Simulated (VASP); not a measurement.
Set up this calculation in VASP 6.6.1, as the native input.

| Quantity | Value |
| --- | --- |
| Task | relaxation of cell and atoms |
| Functional | PBE |
| Potentials or basis | VASP PAW PBE potentials, release 64 (Mg, O) |
| Cutoff | 600 eV |
| k mesh | 6 × 6 × 6 |
| Occupations | gaussian, width 0.1 eV |
| Spin | no spin polarisation |
| Dipole correction | no |
| Further INCAR settings | ALGO = Normal; EDIFF = 1e-06; IBRION = 2; EDIFFG = -0.04; NSW = 90; ISIF = 3 |

The structure of Mg2O lies in POSCAR:

```
Mg2O
1.0
    4.0848572951      0.0000000000      0.0000000000
   -2.0424286476      3.5375901885      0.0000000000
    0.0000000000      0.0000000000      2.8731423849
Mg O
2 1
Direct
    0.3333333333      0.6666666667      0.5000000000
    0.6666666667      0.3333333333      0.5000000000
    0.0000000000      0.0000000000      0.0000000000
```

These files were run (other wordings do the same):

INCAR

```
SYSTEM = Mg2O
ALGO = Normal
EDIFF = 1E-6
EDIFFG = -0.04
ENCUT = 600
GGA = PE
IBRION = 2
ISIF = 3
ISMEAR = 0
LASPH = .TRUE.
LCHARG = .FALSE.
LREAL = .FALSE.
LWAVE = .FALSE.
NELM = 80
NSW = 90
PREC = Accurate
SIGMA = 0.1
```

KPOINTS

```
k-points
0
G
  6 6 6
  0 0 0
```

Potentials or basis: VASP PAW PBE potentials, release 64 (Mg, O).

The run is started by

```console
$ cat potpaw_PBE.64/Mg/POTCAR potpaw_PBE.64/O/POTCAR > POTCAR
$ mpirun -np 1 vasp_std > vasp.out
```

It gave:

The relaxed volume is 17.07 Å³/atom, the relaxed cell is a = 4.436 Å, b = 4.436 Å, c = 3.005 Å, α = 90.00°, β = 90.00°, γ = 120.00° and the space group after relaxing (to 0.05 Å) is P6/mmm (No. 191). The energy gained by relaxing is 138.8 meV/atom, the ionic steps are 6 and the pressure after relaxing is 0.0 GPa. The band gap on the k mesh is zero (band 5 reaches 3.08 eV, above the bottom of band 6 at 2.81 eV).

Caveat: the k points lie up to 0.35 Å⁻¹ apart in the final cell; the volume moved by over 15 % at a fixed basis, so the end points are rough.

Run time: 34 s on 1 thread of Intel(R) Xeon(R) Platinum 8488C (Sapphire Rapids), on a shared host, peak memory 0.18 GiB.
